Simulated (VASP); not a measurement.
AgCl4, 5 atoms in the cell. It takes space group P4/mmm (No. 123, tetragonal). The conventional cell has a = 4.159 Å, b = 4.159 Å, c = 7.959 Å, α = 90.00°, β = 90.00°, γ = 90.00°. Within 3.6 Å of Ag (site symmetry 4/mmm) lie 8 Cl at 2.74 Å. Within 3.6 Å of Cl (site symmetry 2mm) lie 2 Ag at 2.74 Å and 5 Cl at 2.94 to 3.58 Å.  This cell differs from its parent crystal: atoms taken out.

```yaml
Program: VASP 6.6.1
Task: single point
Functional: PBE
Potentials_or_basis: VASP PAW PBE potentials, release 64 (Ag, Cl)
Cutoff: 520 eV
k_mesh: 10 × 10 × 6
Occupations: gaussian, width 0.1 eV
Spin: no spin polarisation
Dipole_correction: no
Further_INCAR_settings: ALGO = Normal; EDIFF = 1e-06; NBANDS = 28
```

Potentials or basis: VASP PAW PBE potentials, release 64 (Ag, Cl).

Launch:

```console
$ cat potpaw_PBE.64/Ag/POTCAR potpaw_PBE.64/Cl/POTCAR > POTCAR
$ mpirun -np 1 vasp_std > vasp.out
```

Hardware: 1 thread of Intel(R) Xeon(R) 6975P-C (Granite Rapids) (shared host).

Problem. Estimate the wall time of this run.

Solution. It took 120 s on 1 thread of Intel(R) Xeon(R) 6975P-C (Granite Rapids) (shared host), peak memory 0.41 GiB. Counts: scf iterations 18, k points 84.
